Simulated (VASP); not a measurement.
# Al7RuO12 (P1) in VASP: single point with PBEsol+U

Aim: the single point of Al7RuO12 with PBEsol+U.

All numbers are computed with VASP 6.6.1; they aren't measurements. Logs are shortened: lines on timing, memory, paths and dates and some standing lists are left out, and cuts for length are marked.

## (1) The cell of the first run

The typed cell holds 20 atoms: a = 10.253 Å, b = 5.127 Å, c = 5.127 Å, α = 55.25°, β = 55.25°, γ = 55.25°.

## (2) Single point, PBEsol+U

Contents of INCAR:

```
PREC = Accurate
ENCUT = 600
EDIFF = 1E-6
ISMEAR = 0
SIGMA = 0.05
LREAL = False
LASPH = True
NELM = 200
ALGO = Normal
ISIF = 2
LWAVE = False
LCHARG = False
LMAXMIX = 4
LDAU = True
LDAUTYPE = 2
LDAUL = 2 -1 -1
LDAUU = 2 0 0
LDAUJ = 0 0 0
LDAUPRINT = 1
GGA = PS
NBANDS = 70
GGA_COMPAT = False
```

Contents of KPOINTS:

```
Automatic mesh
0
Gamma
  2 4 4
```

Contents of POSCAR:

```
Al7RuO12
1.0
    4.7540000000      2.7447232000      8.6600000000
   -2.3770000000      1.3723616000      4.3300000000
    0.0000000000     -2.7447232000      4.3300000000
Ru Al O
1 7 12
Direct
    0.4252140987      0.8492392262      0.8492424577
    0.9256568561      0.8557826431      0.8537809977
    0.3206325111      0.6530511648      0.6449352492
    0.8275697203      0.6459652155      0.6512015144
    0.0711649829      0.1561998306      0.1512102757
    0.5770710753      0.1446255548      0.1523302489
    0.1713567140      0.3568681638      0.3548277830
    0.6804859147      0.3489253072      0.3501999028
    0.0281470804      0.4462603908      0.7516703071
    0.5318550141      0.4242881978      0.7547882599
    0.3746523077      0.0625388501      0.4228429067
    0.8766569157      0.0579700025      0.4468775830
    0.2111072669      0.7573864215      0.0625528265
    0.7232931927      0.7488588418      0.0582431781
    0.4758481956      0.5304267126      0.2781202217
    0.9697275230      0.5612888512      0.2524321405
    0.1235259745      0.9495555410      0.5548029581
    0.6409035240      0.9396133682      0.5394129749
    0.2660021102      0.2769427241      0.9490968462
    0.7803493945      0.2530284180      0.9409161933
```

Potentials or basis: VASP PAW PBE potentials, release 64 (Ru_pv, Al, O).

Run with:

```
cat potpaw_PBE.64/Ru_pv/POTCAR potpaw_PBE.64/Al/POTCAR potpaw_PBE.64/O/POTCAR > POTCAR
mpirun -np 1 vasp_std > vasp.out
```

OUTCAR:

```text
PREC = Accurate
   ENCUT = 600
   EDIFF = 1E-6
   ISMEAR = 0
   LREAL = False
   LASPH = True
   NELM = 200
   ISIF = 2
   GGA = PS

 ion  position               nearest neighbor table
   1  0.425  0.849  0.849-  18 1.99  19 2.00  15 2.00  10 2.01  13 2.02  11 2.04   3 2.64   6 2.77
                             6 2.80   5 2.81   3 3.22   3 3.25   4 3.27
   2  0.926  0.856  0.854-  20 1.84  16 1.85  17 1.85  12 1.95  14 1.97   9 1.97   4 2.64   6 2.76
                             5 2.77   5 2.78   3 3.19   4 3.20   4 3.23
   3  0.321  0.653  0.645-  15 1.81  19 1.81  17 1.84  11 1.97  13 2.00  10 2.03   1 2.64   7 2.78
                             7 2.81   8 2.85   2 3.19   1 3.22   1 3.25
   4  0.828  0.646  0.651-  18 1.80  20 1.84  16 1.84   9 1.94  14 1.96  12 1.97   2 2.64   7 2.73
                             8 2.77   8 2.79   2 3.20   2 3.23   1 3.27
   5  0.071  0.156  0.151-  12 1.83   9 1.85  13 1.85  19 1.94  17 1.95  16 1.95   7 2.62   2 2.77
                             2 2.78   1 2.81   8 3.17   7 3.23   7 3.24
   6  0.577  0.145  0.152-  10 1.85  14 1.85  11 1.86  15 1.94  18 1.95  20 1.97   8 2.64   2 2.76
                             1 2.77   1 2.80   8 3.22   8 3.24   7 3.28
   7  0.171  0.357  0.355-  13 1.84  11 1.84   9 1.84  19 1.91  16 1.95  17 1.95   5 2.62   4 2.73
                             3 2.78   3 2.81   5 3.23   5 3.24   6 3.28
   8  0.680  0.349  0.350-  12 1.84  10 1.85  14 1.85  15 1.92  18 1.93  20 1.96   6 2.64   4 2.77
                             4 2.79   3 2.85   5 3.17   6 3.22   6 3.24
   9  0.028  0.446  0.752-   7 1.84   5 1.85   4 1.94   2 1.97
  10  0.532  0.424  0.755-   6 1.85   8 1.85   1 2.01   3 2.03
  11  0.375  0.063  0.423-   7 1.84   6 1.86   3 1.97   1 2.04
  12  0.877  0.058  0.447-   5 1.83   8 1.84   2 1.95   4 1.97
  13  0.211  0.757  0.063-   7 1.84   5 1.85   3 2.00   1 2.02
  14  0.723  0.749  0.058-   8 1.85   6 1.85   4 1.96   2 1.97
  15  0.476  0.530  0.278-   3 1.81   8 1.92   6 1.94   1 2.00
  16  0.970  0.561  0.252-   4 1.84   2 1.85   7 1.95   5 1.95
  17  0.124  0.950  0.555-   3 1.84   2 1.85   7 1.95   5 1.95
  18  0.641  0.940  0.539-   4 1.80   8 1.93   6 1.95   1 1.99
  19  0.266  0.277  0.949-   3 1.81   7 1.91   5 1.94   1 2.00
  20  0.780  0.253  0.941-   4 1.84   2 1.84   8 1.96   6 1.97

  LATTYP: Found a base centered monoclinic cell.
 ALAT       =     9.0845531184
 B/A-ratio  =     0.5233058759
 C/A-ratio  =     0.9063923615
 COS(beta)  =    -0.3021307872

  Lattice vectors:

 A1 = (  -2.3770000000,   1.3723616000,   4.3300000000)
 A2 = (   0.0000000000,  -2.7447232000,   4.3300000000)
 A3 = (   7.1310000000,   4.1170848000,   0.0000000000)

Analysis of symmetry for initial positions (statically):
=====================================================================
 Subroutine PRICEL returns:
 Original cell was already a primitive cell.

 Routine SETGRP: Setting up the symmetry group for a
 base centered monoclinic supercell.

 Subroutine GETGRP returns: Found  1 space group operations
 (whereof  1 operations were pure point group operations)
 out of a pool of  4 trial point group operations.

The static configuration has the point symmetry C_1 .

Analysis of symmetry for dynamics (positions and initial velocities):
=====================================================================
 Subroutine PRICEL returns:
 Original cell was already a primitive cell.

 Routine SETGRP: Setting up the symmetry group for a
 base centered monoclinic supercell.

 Subroutine GETGRP returns: Found  1 space group operations
 (whereof  1 operations were pure point group operations)
 out of a pool of  4 trial point group operations.

The dynamic configuration has the point symmetry C_1 .

 Subroutine INISYM returns: Found  1 space group operations
 (whereof  1 operations are pure point group operations),
 and found     1 'primitive' translations

----------------------------------------------------------------------------------------

                                     Primitive cell

  volume of cell :     169.4989

  direct lattice vectors                    reciprocal lattice vectors
     4.754000000  2.744723200  8.660000000     0.105174590  0.060722577  0.038491147
    -2.377000000  1.372361600  4.330000000    -0.210349180  0.121445155  0.076982294
     0.000000000 -2.744723200  4.330000000     0.000000000 -0.242890309  0.076982294

  length of vectors
    10.253273694  5.126636847  5.126636855     0.127398957  0.254797913  0.254797912

[... 114 lines left out ...]
   total plane-waves  NPLWV = 148176
   dimension x,y,z NGX =    84 NGY =   42 NGZ =   42
   dimension x,y,z NGXF=   168 NGYF=   84 NGZF=   84
   ions per type =               1   7  12
   NGX,Y,Z   is equivalent  to a cutoff of  13.62, 13.62, 13.62 a.u.
   NGXF,Y,Z  is equivalent  to a cutoff of  27.24, 27.24, 27.24 a.u.
 SYSTEM =  unknown system
   PREC   = accura    normal or accurate (medium, high low for compatibility)
   ISTART =      0    job   : 0-new  1-cont  2-samecut
   ICHARG =      2    charge: 1-file 2-atom 10-const
   ISPIN  =      1    spin polarized calculation?
   LNONCOLLINEAR =      F non collinear calculations
   LSORBIT =      F    spin-orbit coupling
   LASPH  =      T    aspherical Exc in radial PAW
   ENCUT  =  600.0 eV  44.10 Ry    6.64 a.u.  20.48 10.24 10.24*2*pi/ulx,y,z
   NELM   =    200;   NELMIN=  2; NELMDL= -5     # of ELM steps
   EDIFF  = 0.1E-05   stopping-criterion for ELM
   LREAL  =      F    real-space projection
   EDIFFG = 0.1E-04   stopping-criterion for IOM
   NSW    =      0    number of steps for IOM
   IBRION =     -1    ionic relax: 0-MD 1-quasi-New 2-CG
   NFREE  =      0    steps in history (QN), initial steepest desc. (CG)
   ISIF   =      2    stress and relaxation
   ISYM   =      2    0-nonsym 1-usesym 2-fastsym
   POTIM  = 0.5000    time-step for ionic-motion
   TEBEG  =    0.0;   TEEND  =   0.0 temperature during run
   PSTRESS=    0.0 pullay stress
   NELECT =     107.0000    total number of electrons
   NUPDOWN=      -1.0000    fix difference up-down
   EMIN   =  10.00;   EMAX   =-10.00  energy-range for DOS
   EFERMI =   0.00;   METHOD = LEGACY
   ISMEAR =     0;   SIGMA  =   0.05  broadening in eV -4-tet -1-fermi 0-gaus
   EFERMI_NEDOS =   21; number of points for ismear=-14 and -15
   IALGO  =     38    algorithm
   IMIX   =      4    mixing-type and parameters
     AMIX     =   0.40;   BMIX     =  1.00
     AMIX_MAG =   1.60;   BMIX_MAG =  1.00
  volume/ion in A,a.u.               =       8.47        57.19
  Fermi-wavevector in a.u.,A,eV,Ry     =   1.404367  2.653868 26.834026  1.972245
  Thomas-Fermi vector in A             =   2.526935
   LORBIT       =      0    0 simple, 1 ext, 2 COOP (PROOUT), +10 PAW based schemes
 LDA+U is selected, type is set to LDAUTYPE =  2
   angular momentum for each species LDAUL =     2   -1   -1
   U (eV)           for each species LDAUU =   2.0  0.0  0.0
   J (eV)           for each species LDAUJ =   0.0  0.0  0.0
   GGA     = PS    functional components
   LHFCALC =     F    Hartree Fock is set to
   AEXX    =    0.0000 exact exchange contribution
   IVDW    =     0    specifies the selected vdW correction
   LEPSILON=     F    determine dielectric tensor
   LRPA    =     F    only Hartree local field effects (RPA)
 non-spin polarized calculation
 Gauss-broadening in eV      SIGMA  =   0.05
  energy-cutoff  :      600.00
  volume of cell :      169.50
 maximum number of plane-waves:      5676
 NGX is ok and might be reduce to    84
   NGX = 41   NGY = 21   NGZ = 21

atom =   1  type =  1  l = 2

 onsite density matrix

spin component  1

  0.6722 -0.2536  0.0455  0.0241 -0.0091
 -0.2536  0.5411 -0.0283  0.0081  0.0335
  0.0455 -0.0283  0.6349  0.0538  0.0574
  0.0241  0.0081  0.0538  0.5347  0.2380
 -0.0091  0.0335  0.0574  0.2380  0.6605

spin component  2

  0.6722 -0.2536  0.0455  0.0241 -0.0091
 -0.2536  0.5411 -0.0283  0.0081  0.0335
  0.0455 -0.0283  0.6349  0.0538  0.0574
  0.0241  0.0081  0.0538  0.5347  0.2380
 -0.0091  0.0335  0.0574  0.2380  0.6605

 occupancies and eigenvectors

  o =  0.3412  v = -0.5722 -0.7058 -0.0043  0.3608 -0.2103  0.0000  0.0000  0.0000  0.0000  0.0000      0.0000  0.0000  0.0000  0.0000  0.0000  0.0000  0.0000  0.0000  0.0000  0.0000
  o =  0.3412  v =  0.0000  0.0000  0.0000  0.0000  0.0000 -0.5722 -0.7058 -0.0043  0.3608 -0.2103      0.0000  0.0000  0.0000  0.0000  0.0000  0.0000  0.0000  0.0000  0.0000  0.0000
  o =  0.3517  v = -0.2154 -0.3568  0.0170 -0.7055  0.5729  0.0000  0.0000  0.0000  0.0000  0.0000      0.0000  0.0000  0.0000  0.0000  0.0000  0.0000  0.0000  0.0000  0.0000  0.0000
  o =  0.3517  v =  0.0000  0.0000  0.0000  0.0000  0.0000 -0.2154 -0.3568  0.0170 -0.7055  0.5729      0.0000  0.0000  0.0000  0.0000  0.0000  0.0000  0.0000  0.0000  0.0000  0.0000
  o =  0.5978  v =  0.1666 -0.1097 -0.9311  0.1815  0.2456  0.0000  0.0000  0.0000  0.0000  0.0000      0.0000  0.0000  0.0000  0.0000  0.0000  0.0000  0.0000  0.0000  0.0000  0.0000
  o =  0.5978  v =  0.0000  0.0000  0.0000  0.0000  0.0000  0.1666 -0.1097 -0.9311  0.1815  0.2456      0.0000  0.0000  0.0000  0.0000  0.0000  0.0000  0.0000  0.0000  0.0000  0.0000
  o =  0.8700  v =  0.0000  0.0000  0.0000  0.0000  0.0000  0.2370 -0.2511 -0.2267 -0.5439 -0.7304      0.0000  0.0000  0.0000  0.0000  0.0000  0.0000  0.0000  0.0000  0.0000  0.0000
  o =  0.8700  v =  0.2370 -0.2511 -0.2267 -0.5439 -0.7304  0.0000  0.0000  0.0000  0.0000  0.0000      0.0000  0.0000  0.0000  0.0000  0.0000  0.0000  0.0000  0.0000  0.0000  0.0000
  o =  0.8829  v =  0.0000  0.0000  0.0000  0.0000  0.0000 -0.7364  0.5472 -0.2853 -0.2079 -0.1837      0.0000  0.0000  0.0000  0.0000  0.0000  0.0000  0.0000  0.0000  0.0000  0.0000
  o =  0.8829  v = -0.7364  0.5472 -0.2853 -0.2079 -0.1837  0.0000  0.0000  0.0000  0.0000  0.0000      0.0000  0.0000  0.0000  0.0000  0.0000  0.0000  0.0000  0.0000  0.0000  0.0000

 number of electron     107.0000001 magnetization

 Free energy of the ion-electron system (eV)
  ---------------------------------------------------
  ext. energy  EPLUGINS =         0.00000000
  ---------------------------------------------------
  free energy    TOTEN  =      -154.16561247 eV

  energy without entropy =     -154.14888307  energy(sigma->0) =     -154.15724777

 E-fermi :   8.5230     XC(G=0): -12.2277

 val. band max:        8.5216584274   @ k =   0.0000   0.2500   0.0000
 cond. band min:       8.5230808716   @ k =   0.5000   0.5000   0.0000
 fundamental gap:      0.0014224442
 Fermi energy:         8.5229840614

 k-point     1 :       0.0000    0.0000    0.0000
  band No.  band energies     occupation
      1     -34.1011      2.00000
      2     -33.9290      2.00000
      3     -33.5717      2.00000
      4     -12.9396      2.00000
      5     -11.8051      2.00000
      6     -11.6622      2.00000
[... 1349 lines left out ...]
     64      17.6547      0.00000
     65      17.7991      0.00000
 [bands above 65 left out]

------------------------ aborting loop because EDIFF is reached ----------------------------------------

  FORCE on cell =-STRESS in cart. coord.  units (eV):
  Direction    XX          YY          ZZ          XY          YZ          ZX
  --------------------------------------------------------------------------------------
  -------------------------------------------------------------------------------------
  Total       12.4349368     12.6806105     10.2631762     -0.1783391     -0.0788291      0.9743378
  in kB      117.5404325    119.8626469     97.0120060     -1.6857387     -0.7451266      9.2098645
  external PRESSURE =     111.4716951 kB  Pullay stress =       0.0000000 kB

 VOLUME and BASIS-vectors are now :
 -----------------------------------------------------------------------------
  energy-cutoff  :      600.00
  volume of cell :      169.50
      direct lattice vectors                 reciprocal lattice vectors
     4.754000000  2.744723200  8.660000000     0.105174590  0.060722577  0.038491147
    -2.377000000  1.372361600  4.330000000    -0.210349180  0.121445155  0.076982294
     0.000000000 -2.744723200  4.330000000     0.000000000 -0.242890309  0.076982294

 POSITION                                       TOTAL-FORCE (eV/Angst)
 -----------------------------------------------------------------------------------
      0.00283      0.00162     11.03678        -0.138195     -0.005320     -0.331709
      2.36638      1.37172     15.41860        -0.004826      0.003134      0.002170
     -0.02802      0.00610      8.39696        -0.052820      0.080884      0.226440
      2.39881      1.37058     12.78349        -0.008858     -0.027178      0.020233
     -0.03297     -0.00534      1.94737         0.045575     -0.031819     -0.015028
      2.39962      1.36427      6.28325        -0.062597     -0.088289     -0.026588
[... 12 lines left out ...]
      0.60628     -1.49484      7.61233         0.183061      0.127161     -0.027335
      3.10833     -0.09346     11.92761        -0.003252      0.014286     -0.000868
 -----------------------------------------------------------------------------------
    total drift:                                0.000103      0.000112      0.000448

  FREE ENERGIE OF THE ION-ELECTRON SYSTEM (eV)
  ---------------------------------------------------
  free  energy   TOTEN  =      -154.1656124734 eV

  energy  without entropy=     -154.1488830679  energy(sigma->0) =     -154.15724777
```

It took 23 min on 1 thread of Intel Xeon 8259CL, shared host; peak memory 0.52 GiB.

Results:

* Free energy: -154.1656 eV
* Pressure: 11.1 GPa
* Largest force: 0.359 eV/Å
* Band gap on the k mesh: zero (an odd number of electrons rules out a gap without spin polarisation)

Forces on the atoms (eV/Å):
```
Ru  -0.138 -0.005 -0.332
Al  -0.005  0.003  0.002
Al  -0.053  0.081  0.226
Al  -0.009 -0.027  0.020
Al   0.046 -0.032 -0.015
Al  -0.063 -0.088 -0.027
Al   0.012 -0.028  0.060
Al  -0.035  0.018 -0.009
O    0.013 -0.021  0.027
O   -0.066 -0.018  0.103
O   -0.041  0.078 -0.019
O   -0.013 -0.014 -0.004
O    0.067 -0.074 -0.038
O    0.025  0.009  0.012
O    0.091 -0.011  0.062
O    0.019  0.005 -0.016
O   -0.029  0.001 -0.025
O   -0.001 -0.018  0.000
O    0.183  0.127 -0.027
O   -0.003  0.014 -0.001
```

Levels at points of the mesh, in eV from the Fermi level:
| k point | band 49 | band 50 | band 51 | band 52 | band 53 | band 54 | band 55 | band 56 | band 57 | band 58 |
| --- | --- | --- | --- | --- | --- | --- | --- | --- | --- | --- |
| (0.00, 0.00, 0.00) | -2.33 | -2.27 | -2.25 | -0.30 | -0.18 | -0.08 | 3.57 | 3.74 | 4.25 | 7.08 |
| (0.50, 0.00, 0.00) | -2.55 | -2.42 | -2.36 | -0.28 | -0.14 | -0.07 | 3.56 | 3.69 | 5.43 | 5.54 |
| (0.00, 0.50, 0.00) | -2.66 | -2.57 | -2.45 | -0.40 | -0.37 | 0.07 | 3.46 | 3.74 | 7.36 | 7.46 |
| (0.00, 0.00, 0.50) | -2.64 | -2.57 | -2.50 | -0.48 | -0.21 | -0.05 | 3.46 | 3.74 | 7.24 | 7.40 |
| (0.50, 0.50, 0.00) | -2.75 | -2.68 | -2.47 | -0.43 | -0.37 | 0.00 | 3.54 | 3.72 | 6.98 | 7.13 |
| (0.50, 0.00, 0.50) | -2.68 | -2.62 | -2.45 | -0.45 | -0.25 | -0.03 | 3.43 | 3.76 | 6.78 | 7.37 |
| (0.00, 0.50, 0.50) | -2.64 | -2.62 | -2.52 | -0.25 | -0.12 | 0.03 | 3.52 | 3.65 | 6.47 | 6.76 |
| (0.50, 0.50, 0.50) | -2.83 | -2.69 | -2.60 | -0.18 | -0.10 | 0.10 | 3.42 | 3.64 | 6.96 | 7.05 |

Eigenvalues of the final occupation matrices:
| site | spin | trace | eigenvalues |
| --- | --- | --- | --- |
| site 1 d | 1 | 3.04 | 0.34 0.35 0.60 0.87 0.88 |
| site 1 d | 2 | 3.04 | 0.34 0.35 0.60 0.87 0.88 |

Caveat: the k points lie up to 0.40 Å⁻¹ apart, too coarse for converged energies and pressures of a metal; the PAW data sets were made with another functional, which shifts forces and pressure a little; an odd number of electrons without spin polarisation forces a metal; a magnetic or distorted state may lie lower; U without spin polarisation on a metal has little footing.
